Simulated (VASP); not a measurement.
Re, 2 atoms in the cell. The cell holds a sheet with vacuum, 2 atoms: a = 2.744 Å, b = 2.744 Å, c = 27.206 Å, α = 90.00°, β = 90.00°, γ = 120.00°. 

| Quantity | Value |
| --- | --- |
| Program | VASP 6.6.1 |
| Task | single point |
| Functional | PBE |
| Potentials or basis | VASP PAW PBE potentials, release 64 (Re_sv_GW) |
| Cutoff | 410 eV |
| k mesh | 6 × 6 × 1 |
| Occupations | gaussian, width 0.1 eV |
| Spin | no spin polarisation |
| Dipole correction | yes |
| Second run | valence_matched |
| Further INCAR settings | ALGO = Normal; EDIFF = 1e-06; NBANDS = 22; NELMDL = -8 |

Potentials or basis: VASP PAW PBE potentials, release 64 (Re_sv_GW).

Command:

```bash
$ cat potpaw_PBE.64/Re_sv_GW/POTCAR > POTCAR
$ mpirun -np 1 vasp_std > vasp.out
```

Hardware: 1 thread of Intel(R) Xeon(R) 6975P-C (Granite Rapids) (shared host).

**Question.** Estimate the wall time of this run.

**Answer.** Run time: 25 s on 1 thread of Intel(R) Xeon(R) 6975P-C (Granite Rapids), on a shared host, peak memory 0.23 GiB. Counts: scf iterations 24, k points 7.
